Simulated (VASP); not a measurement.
# V (Im-3m) in VASP: notebook

Runs on V. Level: PBE. Tasks: single point, relaxation of cell and atoms.

Everything below comes from runs of VASP 6.6.1. Logs are shortened: lines on timing, memory, paths and dates and some standing lists are left out, and cuts for length are marked.

**1. The cell of the first run**

The structure is cubic, space group Im-3m (No. 229). Conventional cell: a = 3.001 Å, b = 3.001 Å, c = 3.001 Å, α = 90.00°, β = 90.00°, γ = 90.00°. Within 3.4 Å of V (site symmetry m-3m) lie 14 V at 2.60 to 3.00 Å.

**2. Single point, PBE**

The input, INCAR:

```
SYSTEM = V
PREC = Accurate ; ENCUT = 500
EDIFF = 1E-6 ; ISMEAR = 0
SIGMA = 0.1 ; LREAL = .False.
LASPH = .True. ; NELM = 120
ALGO = Normal ; ISIF = 2
LWAVE = .False. ; LCHARG = .True.
GGA = PE ; LELF = .True.
LVHAR = .True. ; NBANDS = 12
GGA_COMPAT = .False.
```

The input, KPOINTS:

```
regular mesh
0
Gamma
  10 10 10
  0 0 0
```

The input, POSCAR:

```
V
1.0
   -1.5006654676      1.5006654676      1.5006654676
    1.5006654676     -1.5006654676      1.5006654676
    1.5006654676      1.5006654676     -1.5006654676
V
1
Direct
    0.0000000000      0.0000000000      0.0000000000
```

Potentials or basis: VASP PAW PBE potentials, release 64 (V_sv).

Run with:

```console
> cat potpaw_PBE.64/V_sv/POTCAR > POTCAR
> mpirun -np 1 vasp_std > vasp.out
```

OUTCAR:

```text
SYSTEM = V
   PREC = Accurate
   ENCUT = 500
   EDIFF = 1E-6
   ISMEAR = 0
   LREAL = .False.
   LASPH = .True.
   NELM = 120
   ISIF = 2
   GGA = PE

 ion  position               nearest neighbor table
   1  0.000  0.000  0.000-

  LATTYP: Found a body centered cubic cell.
 ALAT       =     3.0013309352

  Lattice vectors:

 A1 = (  -1.5006654676,   1.5006654676,   1.5006654676)
 A2 = (   1.5006654676,  -1.5006654676,   1.5006654676)
 A3 = (   1.5006654676,   1.5006654676,  -1.5006654676)

Analysis of symmetry for initial positions (statically):
=====================================================================
 Subroutine PRICEL returns:
 Original cell was already a primitive cell.

 Routine SETGRP: Setting up the symmetry group for a
 body centered cubic supercell.

 Subroutine GETGRP returns: Found 48 space group operations
 (whereof 48 operations were pure point group operations)
 out of a pool of 48 trial point group operations.

The static configuration has the point symmetry O_h .

Analysis of symmetry for dynamics (positions and initial velocities):
=====================================================================
 Subroutine PRICEL returns:
 Original cell was already a primitive cell.

 Routine SETGRP: Setting up the symmetry group for a
 body centered cubic supercell.

 Subroutine GETGRP returns: Found 48 space group operations
 (whereof 48 operations were pure point group operations)
 out of a pool of 48 trial point group operations.

The dynamic configuration has the point symmetry O_h .

 Subroutine INISYM returns: Found 48 space group operations
 (whereof 48 operations are pure point group operations),
 and found     1 'primitive' translations

----------------------------------------------------------------------------------------

                                     Primitive cell

  volume of cell :      13.5180

  direct lattice vectors                    reciprocal lattice vectors
    -1.500665468  1.500665468  1.500665468     0.000000000  0.333185517  0.333185517
     1.500665468 -1.500665468  1.500665468     0.333185517  0.000000000  0.333185517
     1.500665468  1.500665468 -1.500665468     0.333185517  0.333185517  0.000000000

  length of vectors
     2.599228835  2.599228835  2.599228835     0.471195477  0.471195477  0.471195477

  position of ions in fractional coordinates (direct lattice)
     0.000000000  0.000000000  0.000000000

  ion indices of the primitive-cell ions
   primitive index   ion index
                 1           1

----------------------------------------------------------------------------------------

 KPOINTS: regular mesh

Automatic generation of k-mesh.
 Grid dimensions read from file:
 generate k-points for:   10   10   10

 Generating k-lattice:

  Cartesian coordinates                     Fractional coordinates (reciprocal lattice)
     0.000000000  0.033318552  0.033318552     0.100000000  0.000000000  0.000000000
     0.033318552  0.000000000  0.033318552     0.000000000  0.100000000  0.000000000
     0.033318552  0.033318552  0.000000000     0.000000000  0.000000000  0.100000000

  Length of vectors
     0.047119548  0.047119548  0.047119548

  Shift w.r.t. Gamma in fractional coordinates (k-lattice)
     0.000000000  0.000000000  0.000000000

 Subroutine IBZKPT returns following result:
 ===========================================

 Found     47 irreducible k-points:

 Following reciprocal coordinates:
            Coordinates               Weight
  0.000000  0.000000  0.000000      1.000000
  0.100000  0.000000  0.000000     12.000000
  0.200000  0.000000  0.000000     12.000000
  0.300000  0.000000  0.000000     12.000000
  0.400000  0.000000  0.000000     12.000000
  0.500000  0.000000  0.000000      6.000000
[... 16 lines left out ...]
  0.300000  0.300000  0.100000      8.000000
 -0.300000  0.300000  0.100000     24.000000
 [... further k-points ...]
   k-points           NKPTS =     47   k-points in BZ     NKDIM =     47   number of bands    NBANDS=     12
   number of dos      NEDOS =    301   number of ions     NIONS =      1
   total plane-waves  NPLWV =   8000
   dimension x,y,z NGX =    20 NGY =   20 NGZ =   20
   dimension x,y,z NGXF=    40 NGYF=   40 NGZF=   40
   ions per type =               1
   NGX,Y,Z   is equivalent  to a cutoff of  12.79, 12.79, 12.79 a.u.
   NGXF,Y,Z  is equivalent  to a cutoff of  25.58, 25.58, 25.58 a.u.
 SYSTEM =  V
   PREC   = accura    normal or accurate (medium, high low for compatibility)
   ISTART =      0    job   : 0-new  1-cont  2-samecut
   ICHARG =      2    charge: 1-file 2-atom 10-const
   ISPIN  =      1    spin polarized calculation?
   LNONCOLLINEAR =      F non collinear calculations
   LSORBIT =      F    spin-orbit coupling
   LASPH  =      T    aspherical Exc in radial PAW
   ENCUT  =  500.0 eV  36.75 Ry    6.06 a.u.   4.74  4.74  4.74*2*pi/ulx,y,z
   NELM   =    120;   NELMIN=  2; NELMDL= -5     # of ELM steps
   EDIFF  = 0.1E-05   stopping-criterion for ELM
   LREAL  =      F    real-space projection
   EDIFFG = 0.1E-04   stopping-criterion for IOM
   NSW    =      0    number of steps for IOM
   IBRION =     -1    ionic relax: 0-MD 1-quasi-New 2-CG
   NFREE  =      0    steps in history (QN), initial steepest desc. (CG)
   ISIF   =      2    stress and relaxation
   ISYM   =      2    0-nonsym 1-usesym 2-fastsym
   POTIM  = 0.5000    time-step for ionic-motion
   TEBEG  =    0.0;   TEEND  =   0.0 temperature during run
   PSTRESS=    0.0 pullay stress
   NELECT =      13.0000    total number of electrons
   NUPDOWN=      -1.0000    fix difference up-down
   EMIN   =  10.00;   EMAX   =-10.00  energy-range for DOS
   EFERMI =   0.00;   METHOD = LEGACY
   ISMEAR =     0;   SIGMA  =   0.10  broadening in eV -4-tet -1-fermi 0-gaus
   EFERMI_NEDOS =   21; number of points for ismear=-14 and -15
   IALGO  =     38    algorithm
   IMIX   =      4    mixing-type and parameters
     AMIX     =   0.40;   BMIX     =  1.00
     AMIX_MAG =   1.60;   BMIX_MAG =  1.00
  volume/ion in A,a.u.               =      13.52        91.22
  Fermi-wavevector in a.u.,A,eV,Ry     =   1.615916  3.053638 35.527314  2.611184
  Thomas-Fermi vector in A             =   2.710586
   LORBIT       =      0    0 simple, 1 ext, 2 COOP (PROOUT), +10 PAW based schemes
   GGA     = PE    functional components
   LHFCALC =     F    Hartree Fock is set to
   AEXX    =    0.0000 exact exchange contribution
   IVDW    =     0    specifies the selected vdW correction
   LEPSILON=     F    determine dielectric tensor
   LRPA    =     F    only Hartree local field effects (RPA)
 non-spin polarized calculation
 Gauss-broadening in eV      SIGMA  =   0.10
  energy-cutoff  :      500.00
  volume of cell :       13.52
 maximum number of plane-waves:       370
   NGX =  9   NGY =  9   NGZ =  9

 number of electron      12.9999990 magnetization

 Free energy of the ion-electron system (eV)
  ---------------------------------------------------
  ext. energy  EPLUGINS =         0.00000000
  ---------------------------------------------------
  free energy    TOTEN  =        -8.99543085 eV

  energy without entropy =       -8.98664083  energy(sigma->0) =       -8.99103584

 E-fermi :   9.6477     XC(G=0): -12.8916

 val. band max:        9.6198906853   @ k =   0.3000   0.0000   0.0000
 cond. band min:       9.6582647698   @ k =   0.1000   0.1000   0.0000
 fundamental gap:      0.0383740846
 Fermi energy:         9.6477004015

 k-point     1 :       0.0000    0.0000    0.0000
  band No.  band energies     occupation
      1     -54.1116      2.00000
      2     -27.4160      2.00000
      3     -27.4160      2.00000
      4     -27.4160      2.00000
      5       3.0826      2.00000
      6      10.0396      0.00000
      7      10.0396      0.00000
      8      10.0396      0.00000
      9      12.0364      0.00000
     10      12.0364      0.00000
     11      30.1247      0.00000
     12      30.1247      0.00000

 k-point     2 :       0.1000    0.0000    0.0000
  band No.  band energies     occupation
      1     -54.0933      2.00000
      2     -27.5044      2.00000
      3     -27.4432      2.00000
      4     -27.4168      2.00000
      5       3.4801      2.00000
      6       9.8739      0.00138
      7       9.9945      0.00000
      8      10.3225      0.00000
      9      11.8626      0.00000
     10      12.0484      0.00000
     11      29.3914      0.00000
     12      30.0077      0.00000

 k-point     3 :       0.2000    0.0000    0.0000
  band No.  band energies     occupation
      1     -54.0452      2.00000
      2     -27.7314      2.00000
      3     -27.5133      2.00000
      4     -27.4185      2.00000
      5       4.5551      2.00000
      6       9.4632      1.99093
      7       9.7563      0.12442
      8      11.1123      0.00000
      9      11.6811      0.00000
     10      12.1002      0.00000
     11      27.2173      0.00000
     12      29.0276      0.00000
[... 286 lines left out ...]
 k-point    23 :       0.3000    0.3000    0.1000
  band No.  band energies     occupation
      1     -53.9015      2.00000
      2     -27.9744      2.00000
      3     -27.9744      2.00000
      4     -27.6032      2.00000
      5       8.0030      2.00000
      6       8.7488      2.00000
      7       8.7488      2.00000
      8      12.3765      0.00000
      9      12.3765      0.00000
     10      18.8268      0.00000
     11      18.8268      0.00000
     12      20.7136      0.00000

 k-point    24 :      -0.3000    0.3000    0.1000
  band No.  band energies     occupation
      1     -53.9704      2.00000
      2     -27.9922      2.00000
      3     -27.6293      2.00000
      4     -27.4846      2.00000
      5       6.1323      2.00000
      6       9.2849      2.00000
      7       9.4277      1.99814
      8      11.3037      0.00000
      9      12.1450      0.00000
     10      12.6302      0.00000
     11      24.3390      0.00000
     12      27.3651      0.00000

 [... further k-points ...]

------------------------ aborting loop because EDIFF is reached ----------------------------------------

  FORCE on cell =-STRESS in cart. coord.  units (eV):
  Direction    XX          YY          ZZ          XY          YZ          ZX
  --------------------------------------------------------------------------------------
  -------------------------------------------------------------------------------------
  Total        0.0217252      0.0217252      0.0217252     -0.0000000     -0.0000000     -0.0000000
  in kB        2.5749127      2.5749127      2.5749127     -0.0000000     -0.0000000     -0.0000000
  external PRESSURE =       2.5749127 kB  Pullay stress =       0.0000000 kB

 VOLUME and BASIS-vectors are now :
 -----------------------------------------------------------------------------
  energy-cutoff  :      500.00
  volume of cell :       13.52
      direct lattice vectors                 reciprocal lattice vectors
    -1.500665468  1.500665468  1.500665468     0.000000000  0.333185517  0.333185517
     1.500665468 -1.500665468  1.500665468     0.333185517  0.000000000  0.333185517
     1.500665468  1.500665468 -1.500665468     0.333185517  0.333185517  0.000000000

 POSITION                                       TOTAL-FORCE (eV/Angst)
 -----------------------------------------------------------------------------------
      0.00000      0.00000      0.00000        -0.000000      0.000000      0.000000
 -----------------------------------------------------------------------------------
    total drift:                                0.000000     -0.000000      0.000000

  FREE ENERGIE OF THE ION-ELECTRON SYSTEM (eV)
  ---------------------------------------------------
  free  energy   TOTEN  =        -8.9954308485 eV

  energy  without entropy=       -8.9866408251  energy(sigma->0) =       -8.99103584
```

Wall time 5.5 s (1 thread of Intel Xeon 6975P-C, shared host); peak memory 0.12 GiB.

What came out:

```
Free energy : -8.9954 eV
Pressure    : 0.3 GPa
```

**3. Relaxation of cell and atoms, PBE**

The input, INCAR:

```
PREC = Accurate
ENCUT = 500
EDIFF = 1E-7
ISMEAR = 0
SIGMA = 0.1
LREAL = False
LASPH = True
NELM = 120
ALGO = Normal
ISIF = 3
LWAVE = False
LCHARG = False
GGA = PE
IBRION = 2
NSW = 100
EDIFFG = -0.002
GGA_COMPAT = False
NELMIN = 4
```

The input, KPOINTS:

```
Automatic mesh
0
Gamma
  20 20 20
```

POSCAR is that of step 2.

Potentials or basis: VASP PAW PBE potentials, release 64 (V_sv).

Run with:

```console
> cat potpaw_PBE.64/V_sv/POTCAR > POTCAR
> mpirun -np 1 vasp_std > vasp.out
```

OUTCAR:

```text
PREC = Accurate
   ENCUT = 500
   EDIFF = 1E-7
   ISMEAR = 0
   LREAL = False
   LASPH = True
   NELM = 120
   ISIF = 3
   GGA = PE
   IBRION = 2
   NSW = 100
   EDIFFG = -0.002
   NELMIN = 4

 ion  position               nearest neighbor table
   1  0.000  0.000  0.000-

  LATTYP: Found a body centered cubic cell.
 ALAT       =     3.0013309352

  Lattice vectors:

 A1 = (  -1.5006654676,   1.5006654676,   1.5006654676)
 A2 = (   1.5006654676,  -1.5006654676,   1.5006654676)
 A3 = (   1.5006654676,   1.5006654676,  -1.5006654676)

Analysis of symmetry for initial positions (statically):
=====================================================================
 Subroutine PRICEL returns:
 Original cell was already a primitive cell.

[... 256 lines left out ...]
  band No.  band energies     occupation
      1     -54.0143      2.00000
      2     -27.3148      2.00000
      3     -27.3148      2.00000
      4     -27.3148      2.00000
      5       3.1218      2.00000
      6      10.1183      0.00000
      7      10.1183      0.00000
      8      10.1183      0.00000
      9      12.1278      0.00000
     10      12.1278      0.00000
[... 287 lines left out ...]
 k-point    24 :       0.2500    0.1000    0.0000
  band No.  band energies     occupation
      1     -53.8777      2.00000
      2     -27.9212      2.00000
      3     -27.5098      2.00000
      4     -27.3495      2.00000
      5       6.1312      2.00000
      6       9.0561      2.00000
      7       9.4312      1.99989
      8      11.7519      0.00000
      9      12.4138      0.00000
     10      12.6744      0.00000

 [... further k-points ...]

------------------------ aborting loop because EDIFF is reached ----------------------------------------

  FORCE on cell =-STRESS in cart. coord.  units (eV):
  Direction    XX          YY          ZZ          XY          YZ          ZX
  --------------------------------------------------------------------------------------
  -------------------------------------------------------------------------------------
  Total        0.0002589      0.0002589      0.0002589     -0.0000000     -0.0000000     -0.0000000
  in kB        0.0307936      0.0307936      0.0307936     -0.0000000     -0.0000000     -0.0000000
  external PRESSURE =       0.0307936 kB  Pullay stress =       0.0000000 kB
[... 16 lines left out ...]
  FREE ENERGIE OF THE ION-ELECTRON SYSTEM (eV)
  ---------------------------------------------------
  free  energy   TOTEN  =        -8.9967092019 eV

  energy  without entropy=       -8.9879327113  energy(sigma->0) =       -8.99232096

 reached required accuracy - stopping structural energy minimisation
```

OSZICAR:

```text
N       E                     dE             d eps       ncg     rms          rms(c)
DAV:   1     0.848939790388E+02    0.84894E+02   -0.72257E+03  5120   0.139E+03
DAV:   2    -0.897327291007E+01   -0.93867E+02   -0.92008E+02  5288   0.366E+02
DAV:   3    -0.103877208176E+02   -0.14144E+01   -0.13923E+01  5392   0.531E+01
[... 24 lines left out ...]
DAV:   3    -0.899672800854E+01    0.55045E-04   -0.88019E-05  5120   0.149E-01    0.830E-02
DAV:   4    -0.899670815443E+01    0.19854E-04   -0.48503E-05  5126   0.965E-02    0.563E-03
DAV:   5    -0.899670894056E+01   -0.78613E-06   -0.66574E-07  5180   0.119E-02    0.189E-03
DAV:   6    -0.899670926094E+01   -0.32037E-06   -0.80278E-08  2562   0.396E-03    0.142E-04
DAV:   7    -0.899670920189E+01    0.59048E-07   -0.33414E-09  2560   0.763E-04
   3 F= -.89967092E+01 E0= -.89923210E+01  d E =-.106869E-03
```

CONTCAR:

```text
V
   1.00000000000000
    -1.4988103767867853    1.4988103767867853    1.4988103767867853
     1.4988103767867853   -1.4988103767867853    1.4988103767867853
     1.4988103767867853    1.4988103767867853   -1.4988103767867853
  V
     1
Direct
     0.0000000000000000    0.0000000000000000    0.0000000000000000

  0.00000000E+00  0.00000000E+00  0.00000000E+00
```

It took 42 s on 1 thread of Intel Xeon 6975P-C, shared host; peak memory 0.16 GiB.

What came out:

```
Free energy                            : -8.9967 eV
Relaxed volume                         : 13.47 Å³/atom
Relaxed cell                           : a = 2.596 Å, b = 2.596 Å, c = 2.596 Å, α = 109.47°, β = 109.47°, γ = 109.47°
Space group after relaxing (to 0.05 Å) : Im-3m (No. 229)
Energy gained by relaxing              : 0.1 meV/atom
Ionic steps                            : 3
Pressure after relaxing                : 0.0 GPa
```

The path:
| step | energy change (eV) | largest force (eV/Å) | pressure (GPa) | volume (Å³) |
| --- | --- | --- | --- | --- |
| 1 | 0.0000 | 0.0000 | -0.68 | 13.52 |
| 2 | 0.0001 | 0.0000 | 0.87 | 13.41 |
| 3 | -0.0001 | 0.0000 | 0.00 | 13.47 |

Final structure:
```
V
1.0
    -1.49881    1.49881    1.49881
     1.49881   -1.49881    1.49881
     1.49881    1.49881   -1.49881
V
1
Direct
  0.00000 0.00000 0.00000
```
